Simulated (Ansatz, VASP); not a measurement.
## Be2Al5 in VASP and in Ansatz

INCAR

```
SYSTEM = Be2Al5
PREC     = Accurate       ! precision mode
ENCUT    = 600            ! plane-wave cutoff, eV
EDIFF    = 1E-6           ! SCF threshold, eV
ISMEAR   = 0              ! smearing method
SIGMA    = 0.1            ! smearing width, eV
LREAL    = .FALSE.        ! projectors in reciprocal space
LASPH    = .TRUE.         ! aspherical terms in the spheres
NELM     = 100            ! most SCF steps
ALGO     = Normal         ! electronic algorithm
ISIF     = 3              ! what is computed and relaxed
LWAVE    = .FALSE.        ! write WAVECAR
LCHARG   = .FALSE.        ! write CHGCAR
GGA      = PE             ! functional
IBRION   = 2              ! ionic algorithm
NSW      = 90             ! ionic steps
EDIFFG   = -0.04          ! ionic threshold
```

KPOINTS

```
Automatic mesh
0
G
  4 4 4
  0 0 0
```

Contents of POSCAR:

```
Be2Al5
1.0
    4.6383891500      0.0000000000      0.0000000000
    0.0000000000      4.6383891500      0.0000000000
    0.0000000000      0.0000000000      4.8837582700
Be Al
2 5
Direct
    0.5000000000      0.0000000000      0.0000000000
    0.0000000000      0.5000000000      0.0000000000
    0.7810714100      0.7810714100      0.5000000000
    0.2189285900      0.2189285900      0.5000000000
    0.2189285900      0.7810714100      0.5000000000
    0.7810714100      0.2189285900      0.5000000000
    0.5000000000      0.5000000000      0.5000000000
```

Input for Ansatz:

```yaml
crystal:
  lattice:
    - [4.63838915, 0.0, 0.0]
    - [0.0, 4.63838915, 0.0]
    - [0.0, 0.0, 4.88375827]
  atoms:
    - { symbol: Be, position: [0.5, 0.0, 0.0] }
    - { symbol: Be, position: [0.0, 0.5, 0.0] }
    - { symbol: Al, position: [0.78107141, 0.78107141, 0.5] }
    - { symbol: Al, position: [0.21892859, 0.21892859, 0.5] }
    - { symbol: Al, position: [0.21892859, 0.78107141, 0.5] }
    - { symbol: Al, position: [0.78107141, 0.21892859, 0.5] }
    - { symbol: Al, position: [0.5, 0.5, 0.5] }
basis:
  ecutwfc: 420
kpoints:
  mp_grid: { grid: [4, 4, 4] }
hamiltonian:
  xc: pbe
scf:
  occupations: { method: gaussian, width: 0.1 }
  lower_state_search: "off"
output:
  forces: true
  stress: true
  eigenvalues: true
relax:
  adjacent_minimum: "off"
  f_tol: 0.04
  max_steps: 70
  cell: { stress_tol: 0.4 }
```

Alike in both runs: task relaxation of cell and atoms; functional PBE; k mesh 4 × 4 × 4; occupations gaussian, width 0.1 eV; no spin polarisation.

```csv
,VASP,Ansatz
version,VASP 6.6.1,Ansatz 0.2.0
potentials or method,"VASP PAW PBE potentials, release 64 (Be, Al), cutoff 600 eV","scalar-relativistic, plane waves, PAW"
valence electrons in the cell,19,19
```

|  | VASP | Ansatz | Ansatz less VASP |
| --- | --- | --- | --- |
| gap on the k mesh at the Fermi level, each at its own relaxed structure (eV) | none | none | - |
| relaxed volume (Å³/atom) | 15.93 | 15.94 | +0.013 |
| relaxed length of the cell vector where the two differ most in proportion (Å) | 6.540 | 6.542 | +0.0019 |

A gap of «none» marks a metal or a gap that the smearing closes.

Noted on VASP's run: too few bands were computed for a metal, which touches its energy and stress.
